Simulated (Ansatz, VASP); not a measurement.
# Two plane-wave programs on Te2Mo

```xyz
6
Lattice="3.5039 0.0000 0.0000 -1.7519 3.0345 0.0000 0.0000 0.0000 24.7677" Properties=species:S:1:pos:R:3 pbc="T T T"
Te    0.0000    2.0230    4.5000
Te    0.0000    2.0230    8.1339
Te   -0.5840    3.0345   11.7639
Te   -0.5840    3.0345   15.3977
Mo    1.7519    1.0115    6.3169
Mo   -2.3359    4.0459   13.5808
```

Alike in both runs: task single point; functional PBE; dispersion D3(BJ); k mesh 9 × 9 × 1; occupations gaussian, width 0.05 eV; no spin polarisation.

```csv
,VASP,Ansatz
version,VASP 6.6.1,Ansatz 0.2.0
potentials or method,"VASP PAW PBE potentials, release 64 (Te, Mo_sv), cutoff 520 eV","scalar-relativistic, plane waves, PAW"
valence electrons in the cell,52,92
```

VASP gave:

```
gap on the k mesh at the Fermi level (eV) : 1.10
least direct gap on the mesh (eV)         : 1.16
rms of the force components (eV/Å)        : 0.024
```

Q: Which values does Ansatz return?

A: gap on the k mesh at the Fermi level (eV): 1.10; least direct gap on the mesh (eV): 1.16; rms of the force components (eV/Å): 0.025.

VASP's potentials hold 52 valence electrons a cell and Ansatz's 92, so a difference there can come from the potentials and not from the codes.

Neither program's run includes spin-orbit coupling.
